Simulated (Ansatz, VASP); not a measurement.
**One calculation of Co, two programs**

The input INCAR:

```
  ALGO = Normal
  EDIFF = 1E-6
  ENCUT = 520
  GGA = PE
  ISIF = 2
  ISMEAR = -1
  ISPIN = 2
  LASPH = True
  LCHARG = False
  LMAXMIX = 4
  LORBIT = 11
  LREAL = False
  LWAVE = False
  MAGMOM = 2.5 2.5 2.5 2.5
  NBANDS = 30
  NELM = 150
  PREC = Accurate
  SIGMA = 0.15
```

KPOINTS

```
k-points
0
Gamma
  11 11 3
```

File POSCAR:

```
Co
1.0
    2.4923299658      0.0000000000      0.0000000000
   -1.2461649829      2.1584210618      0.0000000000
    0.0000000000      0.0000000000      8.1594994438
Co
4
Direct
    0.0000000000      0.0000000000      0.0000000000
    0.3333333333      0.6666666667      0.2500000000
    0.0000000000      0.0000000000      0.5000000000
    0.6666666667      0.3333333333      0.7500000000
```

Input for Ansatz:

```yaml
crystal:
  lattice:
    - [2.4923299657713347, 0.0, 0.0]
    - [-1.2461649828856673, 2.15842106184497, 0.0]
    - [0.0, 0.0, 8.159499443848981]
  atoms:
    - { symbol: Co, position: [0.0, 0.0, 0.0], spin: 2.5 }
    - { symbol: Co, position: [0.3333333333333333, 0.6666666666666666, 0.25], spin: 2.5 }
    - { symbol: Co, position: [0.0, 0.0, 0.5], spin: 2.5 }
    - { symbol: Co, position: [0.6666666666666666, 0.3333333333333333, 0.75], spin: 2.5 }
basis:
  ecutwfc: 462.593566181796
kpoints:
  mp_grid:
    grid: [11, 11, 3]
magnetization:
  spin_polarized: true
scf:
  occupations:
    method: fermi_dirac
    width: 0.15
output:
  stress: true
```

Alike in both runs: task single point; functional PBE; k mesh 11 × 11 × 3; occupations fermi-dirac, width 0.15 eV; collinear spin.

|  | VASP | Ansatz |
| --- | --- | --- |
| version | VASP 6.6.1 | Ansatz 0.2.0 |
| potentials or method | VASP PAW PBE potentials, release 64 (Co), cutoff 520 eV | plane waves, PAW |
| valence electrons in the cell | 36 | 68 |

```tsv
	VASP	Ansatz	Ansatz less VASP
pressure (GPa)	-2.3	-1.6	+0.70
traceless stress, the component that is largest in VASP (GPa)	-1.09	-1.08	+0.004
net moment per atom (μB)	1.59	1.61	+0.010
size of the moment on the site where the two differ most (μB)	1.62	1.68	+0.062
```

Site moments also hang on the region over which each program counts them. VASP's potentials hold 36 valence electrons a cell and Ansatz's 68, so a difference there can come from the potentials and not from the codes.
